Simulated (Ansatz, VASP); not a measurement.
**S in VASP and in Ansatz**

```
CELL_PARAMETERS angstrom
2.25464 0.00000 0.00000
0.00000 2.25464 0.00000
0.00000 0.00000 2.25464
ATOMIC_POSITIONS crystal
S 0.00000 0.00000 0.00000
```

Change from the starting cell: volume scaled by 0.7, LAPW.

Alike in both runs: task single point; functional PBEsol; k mesh 16 × 16 × 16; occupations fermi-dirac, width 0.05 eV; no spin polarisation.

|  | VASP | Ansatz |
| --- | --- | --- |
| version | VASP 6.6.1 | Ansatz 0.2.0 |
| potentials or method | VASP PAW PBE potentials, release 64 (S), cutoff 520 eV | all-electron LAPW, scalar-relativistic |

Ansatz gave:

* pressure (GPa): 59.4

Q: Which values does VASP return?

A: Pressure (GPa): 59.8.

VASP's potentials were made for PBE, not for PBEsol. Both programs put the cell under a high pressure, so it lies far from rest at this level. Ansatz ran all-electron here, and VASP with PAW potentials.
